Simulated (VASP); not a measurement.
# AlN (zincblende type): single point with PBEsol

AlN (zincblende type):

```
Al N
1.0
     0.00000    1.79333    1.79333
     1.79333    0.00000    1.79333
     1.79333    1.79333    0.00000
Al N
1 1
Direct
  0.00000 0.00000 0.00000
  0.25000 0.25000 0.25000
```

This cell differs from its parent crystal: volume scaled by 0.55.

| Item | Value |
| --- | --- |
| Program | VASP 6.6.1 |
| Task | single point |
| Functional | PBEsol |
| Potentials or basis | VASP PAW PBE potentials, release 64 (Al, N) |
| Cutoff | 520 eV |
| k mesh | 15 × 15 × 15 |
| Occupations | fermi-dirac, width 0.08 eV |
| Spin | no spin polarisation |
| Dipole correction | no |
| Further INCAR settings | ALGO = Normal; EDIFF = 1e-06; NBANDS = 11 |

| Property | Result |
| --- | --- |
| Pressure | 376.6 GPa |
| Band gap on the k mesh | 3.23 eV, indirect (least direct gap 5.49 eV) |

Levels at points of the mesh, in eV from the valence-band top:
```tsv
k point	band 1	band 2	band 3	band 4	band 5	band 6	band 7	band 8	band 9
(0.00, 0.00, 0.00)	-19.15	-0.07	-0.07	-0.07	10.49	19.44	19.44	19.44	22.85
```

It took 16 s on 1 thread of Intel(R) Xeon(R) Platinum 8488C (Sapphire Rapids), on a shared host, peak memory 0.12 GiB.

Caveat: the PAW data sets were made with another functional, which shifts forces and pressure a little. A k mesh can miss the band edges.
